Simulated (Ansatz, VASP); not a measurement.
**One calculation of Sc, two programs**

```
Sc
1.0
     6.62000    0.00000    0.00000
    -4.96500    8.59963    0.00000
     0.00000    0.00000    5.27614
Sc
13
Cartesian
  0.0602 0.0943 -0.1288
  0.3091 1.6587 2.5716
  -1.8464 2.4320 0.7062
  -1.7213 5.1798 2.0464
  -3.2228 5.6151 -0.3502
  -3.3724 7.6083 2.5379
  3.2463 -0.0867 0.0857
  3.3770 1.9891 3.0824
  1.7920 2.7867 0.1827
  1.7474 4.8280 2.4799
  0.2163 6.1069 -0.1099
  0.0363 7.7886 2.5938
  -0.6369 3.7350 4.0741
```

Alike in both runs: functional PBE; dispersion D3(BJ); k mesh 3 × 2 × 3; occupations gaussian, width 0.05 eV; no spin polarisation.

Ansatz relaxed the structure, and its values are those at the end. VASP's run is a single point on that final structure, the one shown.

|  | VASP | Ansatz |
| --- | --- | --- |
| version | VASP 6.6.1 | Ansatz 0.2.0 |
| potentials or method | VASP PAW PBE potentials, release 64 (Sc_sv), cutoff 520 eV | scalar-relativistic, plane waves, PAW |
| valence electrons in the cell | 143 | 143 |

```csv
,VASP,Ansatz,Ansatz less VASP
rms of the force components (eV/Å),0.005,0.005,-0.0003
```

The k mesh is coarse, so the values compare programs but aren't converged.
